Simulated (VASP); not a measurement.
# CdCo2 (P6/mmm) in VASP: notebook, part 2 of 2

VASP 6.6.1.

**3. Single point, PBE, collinear spin, ferromagnetic start**

This run uses another cell than the first one, of 13.73 Å³/atom.

INCAR

```
ALGO = Normal
EDIFF = 1E-6
ENCUT = 520
GGA = PE
ISIF = 2
ISMEAR = 0
ISPIN = 2
LASPH = T
LCHARG = F
LMAXMIX = 4
LORBIT = 11
LREAL = F
LWAVE = F
MAGMOM = 0 3 3
NBANDS = 26
NELM = 150
PREC = Accurate
SIGMA = 0.1
```

KPOINTS

```
k-points
0
Gamma
  6 6 6
```

POSCAR

```
CdCo2
1.0
    3.5314355448      0.0000000000      0.0000000000
   -1.7657177724      3.0583128937      0.0000000000
    0.0000000000      0.0000000000      3.8130118009
Cd Co
1 2
Direct
    0.0000000000      0.0000000000      0.0000000000
    0.3333333333      0.6666666667      0.5000000000
    0.6666666667      0.3333333333      0.5000000000
```

Potentials or basis: VASP PAW PBE potentials, release 64 (Cd, Co).

The run is started by

```bash
cat potpaw_PBE.64/Cd/POTCAR potpaw_PBE.64/Co/POTCAR > POTCAR
mpirun -np 1 vasp_std > vasp.out
```

OUTCAR:

```text
EDIFF = 1E-6
   ENCUT = 520
   GGA = PE
   ISIF = 2
   ISMEAR = 0
   ISPIN = 2
   LASPH = T
   LORBIT = 11
   LREAL = F
   NELM = 150
   PREC = Accurate

 ion  position               nearest neighbor table
   1  0.000  0.000  0.000-   2 2.79   3 2.79   2 2.79   3 2.79   3 2.79   3 2.79   2 2.79   2 2.79
                             3 2.79   3 2.79   2 2.79   2 2.79
   2  0.333  0.667  0.500-   3 2.04   3 2.04   3 2.04   1 2.79   1 2.79   1 2.79   1 2.79   1 2.79
                             1 2.79
   3  0.667  0.333  0.500-   2 2.04   2 2.04   2 2.04   1 2.79   1 2.79   1 2.79   1 2.79   1 2.79
                             1 2.79

  LATTYP: Found a hexagonal cell.
 ALAT       =     3.5314355448
 C/A-ratio  =     1.0797342193

  Lattice vectors:

 A1 = (   3.5314355448,   0.0000000000,   0.0000000000)
 A2 = (  -1.7657177724,   3.0583128937,   0.0000000000)
 A3 = (   0.0000000000,   0.0000000000,   3.8130118009)

Analysis of symmetry for initial positions (statically):
=====================================================================
 Subroutine PRICEL returns:
 Original cell was already a primitive cell.

 Routine SETGRP: Setting up the symmetry group for a
 hexagonal supercell.

 Subroutine GETGRP returns: Found 24 space group operations
 (whereof 24 operations were pure point group operations)
 out of a pool of 24 trial point group operations.

The static configuration has the point symmetry D_6h.

Analysis of symmetry for dynamics (positions and initial velocities):
=====================================================================
 Subroutine PRICEL returns:
 Original cell was already a primitive cell.

 Routine SETGRP: Setting up the symmetry group for a
 hexagonal supercell.

 Subroutine GETGRP returns: Found 24 space group operations
 (whereof 24 operations were pure point group operations)
 out of a pool of 24 trial point group operations.

The dynamic configuration has the point symmetry D_6h.

Analysis of structural, dynamic, and magnetic symmetry:
=====================================================================
 Subroutine PRICEL returns:
 Original cell was already a primitive cell.

 Routine SETGRP: Setting up the symmetry group for a
 hexagonal supercell.

 Subroutine GETGRP returns: Found 24 space group operations
 (whereof 24 operations were pure point group operations)
 out of a pool of 24 trial point group operations.

The overall configuration has the point symmetry D_6h.

 Subroutine INISYM returns: Found 24 space group operations
 (whereof 24 operations are pure point group operations),
 and found     1 'primitive' translations

----------------------------------------------------------------------------------------

                                     Primitive cell

  volume of cell :      41.1814

  direct lattice vectors                    reciprocal lattice vectors
     3.531435545  0.000000000  0.000000000     0.283170962  0.163488831  0.000000000
    -1.765717772  3.058312894  0.000000000     0.000000000  0.326977662  0.000000000
     0.000000000  0.000000000  3.813011801     0.000000000  0.000000000  0.262259875

  length of vectors
[... 74 lines left out ...]
 SYSTEM =  unknown system
   PREC   = accura    normal or accurate (medium, high low for compatibility)
   ISTART =      0    job   : 0-new  1-cont  2-samecut
   ICHARG =      2    charge: 1-file 2-atom 10-const
   ISPIN  =      2    spin polarized calculation?
   LNONCOLLINEAR =      F non collinear calculations
   LSORBIT =      F    spin-orbit coupling
   LASPH  =      T    aspherical Exc in radial PAW
   ENCUT  =  520.0 eV  38.22 Ry    6.18 a.u.   6.57  6.57  7.09*2*pi/ulx,y,z
   NELM   =    150;   NELMIN=  2; NELMDL= -5     # of ELM steps
   EDIFF  = 0.1E-05   stopping-criterion for ELM
   LREAL  =      F    real-space projection
   EDIFFG = 0.1E-04   stopping-criterion for IOM
   NSW    =      0    number of steps for IOM
   IBRION =     -1    ionic relax: 0-MD 1-quasi-New 2-CG
   NFREE  =      0    steps in history (QN), initial steepest desc. (CG)
   ISIF   =      2    stress and relaxation
   ISYM   =      2    0-nonsym 1-usesym 2-fastsym
   POTIM  = 0.5000    time-step for ionic-motion
   TEBEG  =    0.0;   TEEND  =   0.0 temperature during run
   PSTRESS=    0.0 pullay stress
   NELECT =      30.0000    total number of electrons
   NUPDOWN=      -1.0000    fix difference up-down
   EMIN   =  10.00;   EMAX   =-10.00  energy-range for DOS
   EFERMI =   0.00;   METHOD = LEGACY
   ISMEAR =     0;   SIGMA  =   0.10  broadening in eV -4-tet -1-fermi 0-gaus
   EFERMI_NEDOS =   21; number of points for ismear=-14 and -15
   IALGO  =     38    algorithm
   IMIX   =      4    mixing-type and parameters
     AMIX     =   0.40;   BMIX     =  1.00
     AMIX_MAG =   1.60;   BMIX_MAG =  1.00
  volume/ion in A,a.u.               =      13.73        92.64
  Fermi-wavevector in a.u.,A,eV,Ry     =   1.473041  2.783644 29.522594  2.169849
  Thomas-Fermi vector in A             =   2.587982
   LORBIT       =     11    0 simple, 1 ext, 2 COOP (PROOUT), +10 PAW based schemes
   GGA     = PE    functional components
   LHFCALC =     F    Hartree Fock is set to
   AEXX    =    0.0000 exact exchange contribution
   IVDW    =     0    specifies the selected vdW correction
   LEPSILON=     F    determine dielectric tensor
   LRPA    =     F    only Hartree local field effects (RPA)
 spin polarized calculation
 Gauss-broadening in eV      SIGMA  =   0.10
  energy-cutoff  :      520.00
  volume of cell :       41.18
 maximum number of plane-waves:      1131
 NGX is ok and might be reduce to    28
   NGX = 13   NGY = 13   NGZ = 15

 number of electron      30.0000001 magnetization       2.1549342

 Free energy of the ion-electron system (eV)
  ---------------------------------------------------
  ext. energy  EPLUGINS =         0.00000000
  ---------------------------------------------------
  free energy    TOTEN  =       -12.82842029 eV

  energy without entropy =      -12.81686611  energy(sigma->0) =      -12.82264320

 E-fermi :   6.8154     XC(G=0): -12.4679

 val. band max:        6.8133274362   @ k =   0.5000  -0.0000   0.5000
 cond. band min:       6.8201341062   @ k =   0.3333   0.1667   0.5000
 fundamental gap:      0.0068066700
 Fermi energy:         6.8153715164

 spin component 1

 k-point     1 :       0.0000    0.0000    0.0000
  band No.  band energies     occupation
      1      -2.2228      1.00000
      2      -1.7474      1.00000
      3      -1.6008      1.00000
      4      -1.6008      1.00000
      5      -1.4717      1.00000
      6      -1.4717      1.00000
[... 685 lines left out ...]
     25      25.4231      0.00000
     26      25.7178      0.00000

 [... further k-points ...]

 spin component 2

 k-point     1 :       0.0000    0.0000    0.0000
  band No.  band energies     occupation
      1      -2.2061      1.00000
      2      -1.7679      1.00000
      3      -1.6227      1.00000
      4      -1.6227      1.00000
      5      -1.4805      1.00000
      6      -1.4805      1.00000
[... 685 lines left out ...]
     25      25.4855      0.00000
     26      25.9539      0.00000

 [... further k-points ...]
[... 5 lines left out ...]
  --------------------------------------------------------------------------------------
  -------------------------------------------------------------------------------------
  Total        7.7104050      7.7104050      2.1921716      0.0000000     -0.0000000     -0.0000000
  in kB      299.9759423    299.9759423     85.2871846      0.0000000     -0.0000000     -0.0000000
  external PRESSURE =     228.4130231 kB  Pullay stress =       0.0000000 kB

 VOLUME and BASIS-vectors are now :
 -----------------------------------------------------------------------------
  energy-cutoff  :      520.00
  volume of cell :       41.18
      direct lattice vectors                 reciprocal lattice vectors
     3.531435545  0.000000000  0.000000000     0.283170962  0.163488831  0.000000000
    -1.765717772  3.058312894  0.000000000     0.000000000  0.326977662  0.000000000
     0.000000000  0.000000000  3.813011801     0.000000000  0.000000000  0.262259875

 POSITION                                       TOTAL-FORCE (eV/Angst)
 -----------------------------------------------------------------------------------
      0.00000      0.00000      0.00000         0.000000      0.000000      0.000000
     -0.00000      2.03888      1.90651         0.000000      0.000000     -0.000000
      1.76572      1.01944      1.90651        -0.000000     -0.000000      0.000000
 -----------------------------------------------------------------------------------
    total drift:                               -0.000000      0.000000     -0.000000

  FREE ENERGIE OF THE ION-ELECTRON SYSTEM (eV)
  ---------------------------------------------------
  free  energy   TOTEN  =       -12.8284202930 eV

  energy  without entropy=      -12.8168661122  energy(sigma->0) =      -12.82264320

 total charge

# of ion       s       p       d       tot
------------------------------------------
    1        0.503   0.390   9.495  10.388
    2        0.563   0.515   7.484   8.561
    3        0.563   0.515   7.484   8.561
--------------------------------------------------
tot          1.628   1.419  24.463  27.511

 magnetization (x)

# of ion       s       p       d       tot
------------------------------------------
    1       -0.017  -0.027  -0.001  -0.045
    2       -0.001  -0.008   1.113   1.104
    3       -0.001  -0.008   1.113   1.104
--------------------------------------------------
tot         -0.018  -0.043   2.225   2.164
```

Wall time 72 s (1 thread of Oxide Virtual Turin-like, shared host); peak memory 0.16 GiB.

Results:

```yaml
Free_energy: -12.8284 eV
Pressure: 22.8 GPa
Net_moment: 2.15 μB per cell
Site_moments: Cd -0.04; Co +1.10 μB
Valence_electrons_inside_the_program's_atomic_spheres: Cd 10.39; Co 8.56
```

Levels at points of the mesh, in eV from the Fermi level:
Spin up:
```csv
k point,band 14,band 15,band 16,band 17,band 18,band 19
"(0.00, 0.00, 0.00)",-0.84,-0.78,-0.78,1.20,6.94,9.22
"(0.50, 0.00, 0.00)",-1.36,-0.54,-0.19,0.77,2.94,7.63
"(0.00, 0.00, 0.50)",-2.31,-1.10,-1.10,-0.54,10.27,10.27
"(0.50, 0.00, 0.50)",-0.78,-0.51,-0.22,0.45,1.63,1.97
```
Spin down:
```tsv
k point	band 12	band 13	band 14	band 15	band 16	band 17
(0.00, 0.00, 0.00)	-1.65	-1.65	0.15	0.61	0.61	1.23
(0.50, 0.00, 0.00)	-1.87	-0.45	-0.16	0.89	0.90	1.82
(0.00, 0.00, 0.50)	-1.58	-1.43	-1.43	0.24	0.24	0.51
(0.50, 0.00, 0.50)	-1.80	-0.04	0.00	0.86	0.93	1.37
```

Caveat: the stress differs along the axes, from 9 to 30 GPa.
